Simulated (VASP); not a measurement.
The system is Tl2SbP3.

```
Tl Sb P
1.0
     4.83120    0.00000    0.00000
    -2.41560    4.18394    0.00000
     0.00000    0.00000    9.02904
Tl Sb P
2 1 3
Direct
  0.66667 0.33333 0.24807
  0.66667 0.33333 0.75193
  0.00000 0.00000 0.00000
  0.00000 0.00000 0.50000
  0.33333 0.66667 0.00000
  0.33333 0.66667 0.50000
```

```yaml
Program: VASP 6.6.1
Task: relaxation of cell and atoms
Functional: PBEsol
Potentials_or_basis: VASP PAW PBE potentials, release 64 (Tl_d, Sb, P)
Cutoff: 600 eV
k_mesh: 6 × 6 × 2
Occupations: fermi-dirac, width 0.03 eV
Spin: no spin polarisation
```

At the start: pressure -6.9 GPa; volume 30.42 Å³/atom.

Where does the relaxation end?

Over 11 steps the energy falls by 193.9 meV/atom and the volume is 25.14 Å³/atom (-17.3 %); space group P-6m2 (No. 187, to 0.05 Å).

Step by step:
| step | energy change (eV) | largest force (eV/Å) | pressure (GPa) | volume (Å³) |
| --- | --- | --- | --- | --- |
| 1 | 0.0000 | 0.3368 | -6.87 | 182.51 |
| 2 | -1.0758 | 0.4709 | -0.10 | 149.99 |
| 3 | -1.0771 | 0.4771 | 0.24 | 149.08 |
| 4 | -1.1017 | 0.4074 | 0.21 | 149.55 |
| 5 | -1.1473 | 0.2002 | 0.21 | 150.93 |
| 6 | -1.1215 | 0.1462 | 0.48 | 153.58 |
| 7 | -1.1553 | 0.0617 | 0.26 | 151.85 |
| 8 | -1.1570 | 0.0148 | -0.68 | 153.93 |
| 9 | -1.1592 | 0.0350 | -0.28 | 153.03 |
| 10 | -1.1624 | 0.0158 | -0.12 | 151.77 |
| 11 | -1.1631 | 0.0004 | 0.01 | 150.85 |

Final structure:
```xyz
6
Lattice="4.4037 0.0000 0.0000 -2.2019 3.8137 0.0000 0.0000 0.0000 8.9823" Properties=species:S:1:pos:R:3 pbc="T T T"
Tl    2.2019    1.2712    2.4150
Tl    2.2019    1.2712    6.5673
Sb    0.0000    0.0000    0.0000
P     0.0000    0.0000    4.4912
P     0.0000    2.5425    0.0000
P     0.0000    2.5425    4.4912
```

Caveat: the volume moved by over 15 % at a fixed basis, so the end points are rough; the PAW data sets were made with another functional, which shifts forces and pressure a little.
